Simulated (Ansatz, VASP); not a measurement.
## One calculation of KCl, two programs

```
K Cl
1.0
     0.00000    3.34547    3.15610
     3.34547    0.00000    3.15610
     3.34547    3.34547    0.00000
K Cl
1 1
Cartesian
  0.0000 0.0000 0.0000
  3.3455 3.3455 3.1561
```

Change from the starting cell: strain +0.0600 x Voigt [1, 1, 0, 0, 0, 0], atoms carried along.

Alike in both runs: task single point; functional r2SCAN; k mesh 6 × 6 × 6; occupations gaussian, width 0.05 eV; no spin polarisation.

```csv
,VASP,Ansatz
version,VASP 6.6.1,Ansatz 0.2.0
potentials or method,"VASP PAW PBE potentials, release 64 (K_sv, Cl), cutoff 520 eV","scalar-relativistic, plane waves, PAW"
valence electrons in the cell,16,16
```

|  | VASP | Ansatz | Ansatz less VASP |
| --- | --- | --- | --- |
| gap on the k mesh at the Fermi level (eV) | 5.40 | 5.40 | -0.003 |
| least direct gap on the mesh (eV) | 5.40 | 5.40 | -0.003 |
| pressure (GPa) | -1.7 | -1.6 | +0.04 |
| traceless stress, the component that is largest in VASP (GPa) | 0.87 | 0.85 | -0.013 |

VASP's potentials were made for PBE, not for r2SCAN.
